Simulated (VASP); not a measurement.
# H12C5O3 in VASP: a series of runs, part 3 of 3

VASP 6.6.1. The steps go on from the part before.

### Step 4. Single point, PBEsol

Input file INCAR:

```
SYSTEM = H12C5O3
PREC = Accurate ; ENCUT = 1000
EDIFF = 1E-6 ; ISMEAR = -1
SIGMA = 0.05 ; LREAL = Auto
LASPH = .TRUE. ; NELM = 120
ALGO = Normal ; ISIF = 2
LWAVE = .FALSE. ; LCHARG = .FALSE.
GGA = PS ; NBANDS = 76
GGA_COMPAT = .FALSE.
```

Input file KPOINTS:

```
Automatic mesh
0
G
  1 1 1
  0 0 0
```

Input file POSCAR:

```
H12C5O3
1.0
    8.1932130000      0.0000000000      0.0000000000
    0.0000000000      8.1932130000      0.0000000000
    0.0000000000      0.0000000000      8.1932130000
C H O
10 24 6
Direct
    0.8804482442      1.0615249475      0.8404029042
    0.9026861623      0.8811805576      0.8131364338
    0.3910309667      1.0285220218      0.8708061172
    0.4627610682      0.8888210278      0.7654384184
    0.8573925760      0.4456981651      0.3273319026
    0.3730648770      0.3775686046      0.0474905266
    0.5506752967      0.2277738904      0.5294382070
    0.0746715605      0.8156995308      0.3182390108
    0.5020863000      0.7764719409      0.1999703901
    0.8647523261      0.4829485087      0.8698419045
    0.8818518449      1.1191458101      0.7234280373
    0.7584082093      1.0945522837      0.8845247890
    0.9688384764      1.0987874964      0.9380324910
    0.8707450911      0.8227053294      0.9378494127
    0.8245239078      0.8377787810      0.7013976080
    1.0230174658      0.8481776319      0.7834533290
    0.3330317422      1.1302769744      0.7991370418
    0.3100493054      0.9622842711      0.9465395322
    0.4854749901      1.0768058880      0.9454166516
    0.5761475992      0.8285150160      0.8191414040
    0.3827924405      0.7815737245      0.7385747203
    0.4980829865      0.9394971179      0.6388580402
    0.8493371282      0.3331171788      0.2481322041
    0.9621866293      0.4658367847      0.4050303587
    0.4648847772      0.2905697679      0.1047086168
    0.4281226425      0.4930910499     -0.0207000599
    0.4215318215      0.2171065246      0.5809076366
    0.6322061931      0.3202894884      0.5769165284
    0.1517475501      0.9171371475      0.2587263385
   -0.0047600374      0.7460809331      0.2240024762
    0.6170717153      0.7204133470      0.1463528411
    0.4980219604      0.9002329123      0.2698330923
    0.9666293309      0.4199939633      0.7995031986
    0.8982922817      0.5929908084      0.9442693605
    0.7396487800      0.5336856249      0.3317746042
    0.2248202262      0.3595048731      0.0534222655
    0.5679334835      0.1479273150      0.4108034296
    0.0781500493      0.7819154708      0.4654706279
    0.3735652912      0.7037898319      0.1790140205
    0.7257348247      0.4360194224      0.8557082551
```

Potentials or basis: VASP PAW PBE potentials, release 64 (C_h, H_h, O_h).

Launch:

```console
$ cat potpaw_PBE.64/C_h/POTCAR potpaw_PBE.64/H_h/POTCAR potpaw_PBE.64/O_h/POTCAR > POTCAR
$ mpirun -np 1 vasp_gam > vasp.out
```

OUTCAR:

```text
SYSTEM = H12C5O3
   PREC = Accurate
   ENCUT = 1000
   EDIFF = 1E-6
   ISMEAR = -1
   LREAL = Auto
   LASPH = .TRUE.
   NELM = 120
   ISIF = 2
   GGA = PS

 ion  position               nearest neighbor table
   1  0.880  0.062  0.840-  11 1.07  12 1.10  13 1.12   2 1.51
   2  0.903  0.881  0.813-  16 1.05  14 1.16  15 1.17   1 1.51
   3  0.391  0.029  0.871-  18 1.06  19 1.06  17 1.13
   4  0.463  0.889  0.765-  21 1.12  20 1.14  22 1.15
   5  0.857  0.446  0.327-  24 1.08  23 1.13  35 1.20
   6  0.373  0.378  0.047-  25 1.14  26 1.19  36 1.22
   7  0.551  0.228  0.529-  28 1.08  27 1.14  37 1.18
   8  0.075  0.816  0.318-  29 1.15  30 1.16  38 1.24
   9  0.502  0.776  0.200-  31 1.14  32 1.16  39 1.22
  10  0.865  0.483  0.870-  34 1.12  33 1.14  40 1.21
  11  0.882  0.119  0.723-   1 1.07
  12  0.758  0.095  0.885-   1 1.10
  13  0.969  0.099  0.938-   1 1.12
  14  0.871  0.823  0.938-   2 1.16
  15  0.825  0.838  0.701-   2 1.17
  16  0.023  0.848  0.783-   2 1.05
[... 22 lines left out ...]
  39  0.374  0.704  0.179-   9 1.22
  40  0.726  0.436  0.856-  10 1.21

  LATTYP: Found a simple cubic cell.
 ALAT       =     8.1932130000

  Lattice vectors:

 A1 = (   8.1932130000,   0.0000000000,   0.0000000000)
 A2 = (   0.0000000000,   8.1932130000,   0.0000000000)
 A3 = (   0.0000000000,   0.0000000000,   8.1932130000)

Analysis of symmetry for initial positions (statically):
=====================================================================
 Subroutine PRICEL returns:
 Original cell was already a primitive cell.

 Routine SETGRP: Setting up the symmetry group for a
 simple cubic supercell.

 Subroutine GETGRP returns: Found  1 space group operations
 (whereof  1 operations were pure point group operations)
 out of a pool of 48 trial point group operations.

The static configuration has the point symmetry C_1 .

Analysis of symmetry for dynamics (positions and initial velocities):
=====================================================================
[... 186 lines left out ...]
   LORBIT       =      0    0 simple, 1 ext, 2 COOP (PROOUT), +10 PAW based schemes
   GGA     = PS    functional components
   LHFCALC =     F    Hartree Fock is set to
   AEXX    =    0.0000 exact exchange contribution
   IVDW    =     0    specifies the selected vdW correction
   LEPSILON=     F    determine dielectric tensor
   LRPA    =     F    only Hartree local field effects (RPA)
 non-spin polarized calculation
  energy-cutoff  :     1000.00
  volume of cell :      550.00
 maximum number of plane-waves:     19804
 NGX is ok and might be reduce to    90
   NGX = 43   NGY = 43   NGZ = 43

 number of electron     100.0000001 magnetization

 Free energy of the ion-electron system (eV)
  ---------------------------------------------------
  ext. energy  EPLUGINS =         0.00000000
  ---------------------------------------------------
  free energy    TOTEN  =      -214.65600708 eV

  energy without entropy =     -214.65600708  energy(sigma->0) =     -214.65600708

 E-fermi :  -1.5194     XC(G=0):  -6.0165

 val. band max:       -2.7605684472   @ k =   0.0000   0.0000   0.0000
 cond. band min:      -0.0108168014   @ k =   0.0000   0.0000   0.0000
 fundamental gap:      2.7497516458
 Fermi energy:        -1.5193606078

 k-point     1 :       0.0000    0.0000    0.0000
  band No.  band energies     occupation
      1     -24.1986      2.00000
      2     -23.8473      2.00000
      3     -23.7171      2.00000
      4     -23.4705      2.00000
      5     -23.0993      2.00000
      6     -23.0361      2.00000
[... 54 lines left out ...]
     61       3.6555      0.00000
     62       3.7388      0.00000
 [bands above 62 left out]

------------------------ aborting loop because EDIFF is reached ----------------------------------------

  FORCE on cell =-STRESS in cart. coord.  units (eV):
  Direction    XX          YY          ZZ          XY          YZ          ZX
  --------------------------------------------------------------------------------------
  -------------------------------------------------------------------------------------
  Total        0.5539090     -2.4432689     -5.2142123      0.1513181      2.5608216     -3.2472623
  in kB        1.6135644     -7.1173629    -15.1892578      0.4407972      7.4597997     -9.4594356
  external PRESSURE =      -6.8976855 kB  Pullay stress =       0.0000000 kB

 VOLUME and BASIS-vectors are now :
 -----------------------------------------------------------------------------
  energy-cutoff  :     1000.00
  volume of cell :      550.00
      direct lattice vectors                 reciprocal lattice vectors
     8.193213000  0.000000000  0.000000000     0.122052240  0.000000000  0.000000000
     0.000000000  8.193213000  0.000000000     0.000000000  0.122052240  0.000000000
     0.000000000  0.000000000  8.193213000     0.000000000  0.000000000  0.122052240

 POSITION                                       TOTAL-FORCE (eV/Angst)
 -----------------------------------------------------------------------------------
      7.21370      0.50409      6.88560         0.003579     -0.439928      1.078725
      7.39590      7.21970      6.66220        -2.840146     -0.583687      0.405488
      3.20380      0.23369      7.13470         0.174923     -1.075748     -1.916384
      3.79150      7.28230      6.27140         1.188562      0.104502     -1.525533
      7.02480      3.65170      2.68190        -1.109251     -1.104612     -0.732603
      3.05660      3.09350      0.38910        -0.462520      1.426337     -0.782192
[... 32 lines left out ...]
      3.06070      5.76630      1.46670         0.486992      0.325943      0.187888
      5.94610      3.57240      7.01100        -0.258296      0.080203      0.164010
 -----------------------------------------------------------------------------------
    total drift:                               -0.005137      0.004220      0.005108

  FREE ENERGIE OF THE ION-ELECTRON SYSTEM (eV)
  ---------------------------------------------------
  free  energy   TOTEN  =      -214.6560070804 eV

  energy  without entropy=     -214.6560070804  energy(sigma->0) =     -214.65600708
```

stdout:

```text
POSCAR found type information on POSCAR C H O
 POSCAR found :  3 types and      40 ions
 scaLAPACK will be used
 -----------------------------------------------------------------------------
|                                                                             |
|                                                                             |
|     You enforced a specific xc type in the INCAR file but a different       |
|     I HOPE YOU KNOW WHAT YOU ARE DOING!                                     |
|                                                                             |
 -----------------------------------------------------------------------------

 LDA part: xc-table for (Slater+PW92), standard interpolation
 POSCAR, INCAR and KPOINTS ok, starting setup
 FFT: planning ... GRIDC
 FFT: planning ... GRID_SOFT
 FFT: planning ... GRID
 WAVECAR not read
 entering main loop
```

Run time: 2.5 min. Hardware: 1 thread of AMD EPYC 9R45 (Zen 5), shared host; peak memory 1.2 GiB.

What came out:

* Free energy: -214.6560 eV
* Pressure: -0.7 GPa
* Largest force: 3.468 eV/Å
* Band gap on the k mesh: 2.75 eV

Forces on the atoms (eV/Å):
```
C    0.004 -0.440  1.079
C   -2.840 -0.584  0.405
C    0.175 -1.076 -1.916
C    1.189  0.105 -1.526
C   -1.109 -1.105 -0.733
C   -0.463  1.426 -0.782
C   -3.189  0.708  1.163
C    0.266 -0.325  0.928
C   -0.889  0.229  0.010
C    0.465 -0.247 -0.631
H    0.849  1.100 -0.771
H   -0.215 -0.291  0.273
H   -0.225  0.506 -0.906
H    0.084  0.021 -1.541
H    0.726  0.190  1.794
H    1.761 -0.300 -0.314
H    0.105 -0.814  0.482
H   -1.425  0.066  1.158
H    0.870  0.691  0.717
H   -0.807  0.799 -0.313
H   -0.180  0.709  0.224
H   -0.090 -0.719  1.222
H    0.508  0.172  0.158
H    1.044  0.205  0.471
H   -0.489  0.314 -0.108
H   -0.445 -1.522  0.783
H    0.699  0.458  0.733
H    0.906  0.476  0.506
H   -0.505 -0.555  0.668
H    0.462  0.348  0.840
H   -0.253  0.611  0.464
H    0.578 -1.048 -0.599
H   -0.187  0.263  0.419
H    0.034 -0.282  0.025
O   -0.366  0.681  0.104
O    1.254 -0.192  0.140
O    1.617 -1.513 -2.528
O   -0.146  0.528 -2.451
O    0.487  0.326  0.188
O   -0.258  0.080  0.164
```

Caveat: the k points lie up to 0.77 Å⁻¹ apart; the PAW data sets were made with another functional, which shifts forces and pressure a little.

### Step 5. Summary

| cell | gap on the mesh (eV) | pressure (GPa) | largest force (eV/Å) |
| --- | --- | --- | --- |
| as given, atomic positions A | 2.45 | 0.1 | 3.17 |
| as given, atomic positions B | 3.05 | 0.0 | 0.29 |
| as given, atomic positions C | 2.75 | -0.7 | 3.47 |

Alike in all rows: task single point; level PBEsol; potentials or basis VASP PAW PBE potentials, release 64 (C_h, H_h, O_h); no spin polarisation; k mesh 1 × 1 × 1; cutoff (eV) 1000; smearing fermi-dirac 0.05 eV.

Caveats: all runs use coarse meshes; the PAW data sets were made with another functional, which shifts forces and pressure a little.

Absolute energies hang on the potentials; compare differences alone.
